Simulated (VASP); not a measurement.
## YLuN2: single point with r2SCAN

YLuN2:

```
CELL_PARAMETERS angstrom
3.44279 0.00000 0.00000
0.00000 3.44279 0.00000
0.00000 0.00000 4.86655
ATOMIC_POSITIONS crystal
Y 0.00000 0.00000 0.00000
N 0.00000 0.00000 0.50000
N 0.50000 0.50000 0.00000
Lu 0.50000 0.50000 0.50000
```

This cell differs from its parent crystal: volume changed by +3%.

```json
{
 "Program": "VASP 6.6.1",
 "Task": "single point",
 "Functional": "r2SCAN",
 "Potentials or basis": "VASP PAW PBE potentials, release 64 (Y_sv, N, Lu)",
 "Cutoff": "520 eV",
 "k mesh": "6 × 6 × 4",
 "Occupations": "fermi-dirac, width 0.02 eV",
 "Spin": "no spin polarisation",
 "Dipole correction": "no",
 "Further INCAR settings": "ALGO = Normal; EDIFF = 1e-06; NBANDS = 31"
}
```

The pressure is -4.3 GPa. The band gap on the k mesh is 0.52 eV, direct.

Levels at points of the mesh, in eV from the valence-band top:
| k point | band 21 | band 22 | band 23 | band 24 | band 25 | band 26 |
| --- | --- | --- | --- | --- | --- | --- |
| (0.00, 0.00, 0.00) | 0.00 | 0.00 | 0.00 | 0.52 | 3.58 | 3.58 |
| (0.50, 0.00, 0.00) | -2.15 | -1.79 | -1.58 | 4.93 | 4.97 | 5.71 |
| (0.50, 0.50, 0.00) | -0.52 | -0.52 | -0.44 | 0.52 | 0.52 | 7.36 |
| (0.00, 0.00, 0.50) | -0.63 | -0.57 | -0.57 | 1.70 | 1.77 | 5.44 |
| (0.50, 0.00, 0.50) | -2.45 | -2.44 | -2.42 | 6.23 | 6.29 | 6.87 |
| (0.50, 0.50, 0.50) | -2.11 | -1.64 | -1.64 | 4.50 | 4.50 | 4.52 |

Wall time 5.3 min on 1 thread of AMD EPYC 7R43 64-Core Processor (Zen 3), with other jobs on the host, peak memory 0.19 GiB.

Caveat: the PAW data sets were made with another functional, which shifts forces and pressure a little; spin-orbit coupling is left out, which moves the levels of the heavy elements. A k mesh can miss the band edges.
